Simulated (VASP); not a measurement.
# TiC (Fm-3m) in VASP: vibrations by perturbation theory with PBE

Aim: the vibrations by perturbation theory of TiC with PBE.

Everything below comes from runs of VASP 6.6.1. Logs are shortened: lines on timing, memory, paths and dates and some standing lists are left out, and cuts for length are marked.

### Step 1. The cell of the first run

Symmetry: Fm-3m, No. 225, cubic system. Conventional cell: a = 4.333 Å, b = 4.333 Å, c = 4.333 Å, α = 90.00°, β = 90.00°, γ = 90.00°. Within 2.9 Å of Ti (site symmetry m-3m) lie 6 C at 2.17 Å. C (site symmetry m-3m) has 6 Ti at 2.17 Å within 2.9 Å.

### Step 2. Vibrations by perturbation theory, PBE

Input file INCAR:

```
ALGO     = Normal         # electronic algorithm
EDIFF    = 1E-8           # SCF threshold, eV
ENCUT    = 520            # plane-wave cutoff, eV
GGA      = PE             # functional
IBRION   = 8              # ionic algorithm
ISIF     = 2              # what is computed and relaxed
ISMEAR   = -1             # smearing method
LASPH    = T              # aspherical terms in the spheres
LCHARG   = F              # write CHGCAR
LREAL    = F              # projectors in reciprocal space
LWAVE    = F              # write WAVECAR
NBANDS   = 15             # bands
NELM     = 80             # most SCF steps
NSW      = 1              # ionic steps
PREC     = Accurate       # precision mode
SIGMA    = 0.15           # smearing width, eV
```

Input file KPOINTS:

```
k-points
0
Gamma
  24 24 24
```

Input file POSCAR:

```
TiC
1.0
    0.0000000000      2.1666577036      2.1666577036
    2.1666577036      0.0000000000      2.1666577036
    2.1666577036      2.1666577036      0.0000000000
Ti C
1 1
Direct
    0.0000000000      0.0000000000      0.0000000000
    0.5000000000      0.5000000000      0.5000000000
```

Potentials or basis: VASP PAW PBE potentials, release 64 (Ti_sv, C).

Run with:

```console
$ cat potpaw_PBE.64/Ti_sv/POTCAR potpaw_PBE.64/C/POTCAR > POTCAR
$ mpirun -np 1 vasp_std > vasp.out
```

OUTCAR:

```text
EDIFF = 1E-8
   ENCUT = 520
   GGA = PE
   IBRION = 8
   ISIF = 2
   ISMEAR = -1
   LASPH = T
   LREAL = F
   NELM = 80
   NSW = 1
   PREC = Accurate

 ion  position               nearest neighbor table
   1  0.000  0.000  0.000-   2 2.17   2 2.17   2 2.17   2 2.17   2 2.17   2 2.17
   2  0.500  0.500  0.500-   1 2.17   1 2.17   1 2.17   1 2.17   1 2.17   1 2.17

  LATTYP: Found a face centered cubic cell.
 ALAT       =     4.3333154072

  Lattice vectors:

 A1 = (   0.0000000000,   2.1666577036,   2.1666577036)
 A2 = (   2.1666577036,   0.0000000000,   2.1666577036)
 A3 = (   2.1666577036,   2.1666577036,   0.0000000000)

Analysis of symmetry for initial positions (statically):
=====================================================================
 Subroutine PRICEL returns:
 Original cell was already a primitive cell.

 Routine SETGRP: Setting up the symmetry group for a
 face centered cubic supercell.

 Subroutine GETGRP returns: Found 48 space group operations
 (whereof 48 operations were pure point group operations)
 out of a pool of 48 trial point group operations.

The static configuration has the point symmetry O_h .

Analysis of symmetry for dynamics (positions and initial velocities):
=====================================================================
 Subroutine PRICEL returns:
 Original cell was already a primitive cell.

 Routine SETGRP: Setting up the symmetry group for a
 face centered cubic supercell.

 Subroutine GETGRP returns: Found 48 space group operations
 (whereof 48 operations were pure point group operations)
 out of a pool of 48 trial point group operations.

The dynamic configuration has the point symmetry O_h .

 Subroutine INISYM returns: Found 48 space group operations
 (whereof 48 operations are pure point group operations),
 and found     1 'primitive' translations

----------------------------------------------------------------------------------------

                                     Primitive cell

  volume of cell :      20.3423

  direct lattice vectors                    reciprocal lattice vectors
     0.000000000  2.166657704  2.166657704    -0.230770185  0.230770185  0.230770185
     2.166657704  0.000000000  2.166657704     0.230770185 -0.230770185  0.230770185
     2.166657704  2.166657704  0.000000000     0.230770185  0.230770185 -0.230770185

  length of vectors
     3.064116709  3.064116709  3.064116709     0.399705686  0.399705686  0.399705686

  position of ions in fractional coordinates (direct lattice)
     0.000000000  0.000000000  0.000000000
     0.500000000  0.500000000  0.500000000

  ion indices of the primitive-cell ions
   primitive index   ion index
                 1           1
                 2           2

----------------------------------------------------------------------------------------

 KPOINTS: k-points

Automatic generation of k-mesh.
 Grid dimensions read from file:
 generate k-points for:   24   24   24

 Generating k-lattice:

  Cartesian coordinates                     Fractional coordinates (reciprocal lattice)
    -0.009615424  0.009615424  0.009615424     0.041666667  0.000000000  0.000000000
     0.009615424 -0.009615424  0.009615424     0.000000000  0.041666667  0.000000000
     0.009615424  0.009615424 -0.009615424     0.000000000  0.000000000  0.041666667

  Length of vectors
     0.016654404  0.016654404  0.016654404

  Shift w.r.t. Gamma in fractional coordinates (k-lattice)
     0.000000000  0.000000000  0.000000000

[... 82 lines left out ...]
  energy-cutoff  :      520.00
  volume of cell :       20.34
 maximum number of plane-waves:       568
   NGX = 11   NGY = 11   NGZ = 11

--------------------------------------- Ionic step        1  -------------------------------------------

 number of electron      16.0000000 magnetization

 Free energy of the ion-electron system (eV)
  ---------------------------------------------------
  ext. energy  EPLUGINS =         0.00000000
  ---------------------------------------------------
  free energy    TOTEN  =       -18.72093555 eV

  energy without entropy =      -18.69615289  energy(sigma->0) =      -18.70854422

 E-fermi :   9.3941     XC(G=0): -12.6913

 val. band max:        9.3938248192   @ k =   0.1250   0.1250   0.0000
 cond. band min:       9.4039825432   @ k =   0.4167   0.3750   0.0417
 fundamental gap:      0.0101577239
 Fermi energy:         9.3941395769

 k-point     1 :       0.0000    0.0000    0.0000
  band No.  band energies     occupation
      1     -47.1930      2.00000
      2     -23.2180      2.00000
      3     -23.2180      2.00000
      4     -23.2180      2.00000
      5      -2.9951      2.00000
      6      10.0916      0.01895
      7      10.0916      0.01895
      8      10.0916      0.01895
      9      11.0704      0.00003
     10      11.0704      0.00003
     11      11.0704      0.00003
     12      11.1089      0.00002
     13      11.1089      0.00002
     14      19.8588      0.00000
[... 401 lines left out ...]
      2     -23.6942      2.00000
      3     -23.2682      2.00000
      4     -23.2678      2.00000
      5       0.2530      2.00000
      6       3.8572      2.00000
      7       6.5379      2.00000
      8       6.6146      2.00000
      9      12.1404      0.00000
     10      12.2868      0.00000
     11      13.3520      0.00000
     12      17.2027      0.00000
     13      17.3206      0.00000
     14      18.1056      0.00000
     15      24.4014      0.00000

 [... further k-points ...]

------------------------ aborting loop because EDIFF is reached ----------------------------------------

  FORCE on cell =-STRESS in cart. coord.  units (eV):
  Direction    XX          YY          ZZ          XY          YZ          ZX
  --------------------------------------------------------------------------------------
  -------------------------------------------------------------------------------------
  Total        0.0289299      0.0289299      0.0289299      0.0000000      0.0000000      0.0000000
  in kB        2.2785377      2.2785377      2.2785377      0.0000000      0.0000000      0.0000000
  external PRESSURE =       2.2785377 kB  Pullay stress =       0.0000000 kB

 VOLUME and BASIS-vectors are now :
 -----------------------------------------------------------------------------
  energy-cutoff  :      520.00
  volume of cell :       20.34
      direct lattice vectors                 reciprocal lattice vectors
     0.000000000  2.166657704  2.166657704    -0.230770185  0.230770185  0.230770185
     2.166657704  0.000000000  2.166657704     0.230770185 -0.230770185  0.230770185
     2.166657704  2.166657704  0.000000000     0.230770185  0.230770185 -0.230770185

 POSITION                                       TOTAL-FORCE (eV/Angst)
 -----------------------------------------------------------------------------------
      0.00000      0.00000      0.00000         0.000000      0.000000      0.000000
      2.16666      2.16666      2.16666         0.000000      0.000000      0.000000
 -----------------------------------------------------------------------------------
    total drift:                                0.000000     -0.000000     -0.000000

  FREE ENERGIE OF THE ION-ELECTRON SYSTEM (eV)
  ---------------------------------------------------
  free  energy   TOTEN  =       -18.7209355455 eV

  energy  without entropy=      -18.6961528917  energy(sigma->0) =      -18.70854422

[... ionic steps 2 to 3 ...]

--------------------------------------- Ionic step        4  -------------------------------------------

------------------------ aborting loop because EDIFF is reached ----------------------------------------

[... ionic steps 5 to 6 ...]

--------------------------------------- Ionic step        7  -------------------------------------------

 Free energy of the ion-electron system (eV)
  ---------------------------------------------------
  ---------------------------------------------------
  free energy    TOTEN  =        -0.11882978 eV

  energy without entropy =       -0.11882978

------------------------ aborting loop because EDIFF is reached ----------------------------------------

 INTERNAL STRAIN TENSOR  FOR ION    2  DIRECTION 1   (eV/Angst):
 -----------------------------------------------------------------------------
    -0.00084  0.00000 -0.00000
    -0.00000 -0.00004  0.00000
     0.00000  0.00000 -0.00004

 INTERNAL STRAIN TENSOR FOR ION    2 for displacements in x,y,z  (eV/Angst):
          X           Y           Z          XY          YZ          ZX
  --------------------------------------------------------------------------------
  x     0.00000     0.00000     0.00000     0.00000     0.00000     0.00000
  y     0.00000     0.00000     0.00000     0.00000     0.00000     0.00000
  z     0.00000     0.00000     0.00000     0.00000     0.00000     0.00000

 SECOND DERIVATIVES (NOT SYMMETRIZED)
 ------------------------------------
               1X          1Y          1Z          2X          2Y          2Z
  1X    -9.369501    0.000000    0.000000    9.369501    0.000000    0.000000
  1Y     0.000000   -9.369501    0.000000    0.000000    9.369501    0.000000
  1Z     0.000000    0.000000   -9.369501    0.000000    0.000000    9.369501
  2X     9.362343    0.000000    0.000000   -9.362343    0.000000    0.000000
  2Y     0.000000    9.362343    0.000000    0.000000   -9.362343    0.000000
  2Z     0.000000    0.000000    9.362343    0.000000    0.000000   -9.362343

 Eigenvectors and eigenvalues of the dynamical matrix
 ----------------------------------------------------

   1 f  =   15.437978 THz    96.999678 2PiTHz  514.955522 cm-1    63.846319 meV
             X         Y         Z           dx          dy          dz
      0.000000  0.000000  0.000000     0.000000    0.447962    0.000000
      2.166658  2.166658  2.166658     0.000000   -0.894052    0.000000
[... 21 lines left out ...]
   6 f/i=    0.002363 THz     0.014846 2PiTHz    0.078813 cm-1     0.009772 meV
             X         Y         Z           dx          dy          dz
      0.000000  0.000000  0.000000     0.000000    0.000000    0.894052
      2.166658  2.166658  2.166658     0.000000    0.000000    0.447962

--------------------------------------------------------------------------------------------------------

 ELASTIC MODULI CONTR FROM IONIC RELAXATION (kBar)
 Direction    XX          YY          ZZ          XY          YZ          ZX
 --------------------------------------------------------------------------------
 XX           0.0000      0.0000      0.0000      0.0000      0.0000      0.0000
 YY           0.0000      0.0000      0.0000      0.0000      0.0000      0.0000
 ZZ           0.0000      0.0000      0.0000      0.0000      0.0000      0.0000
 XY           0.0000      0.0000      0.0000      0.0000      0.0000      0.0000
 YZ           0.0000      0.0000      0.0000      0.0000      0.0000      0.0000
 ZX           0.0000      0.0000      0.0000      0.0000      0.0000      0.0000
 --------------------------------------------------------------------------------
```

It took 30 min on 1 thread of Intel Xeon 8259CL, shared host; peak memory 0.74 GiB.

What came out:

* Highest phonon frequency at Γ: 515 cm⁻¹

Phonon frequencies in cm⁻¹ (negative: imaginary):
```tsv
q point	frequencies
(0.000, 0.000, 0.000)	0 0 0 515 515 515
```
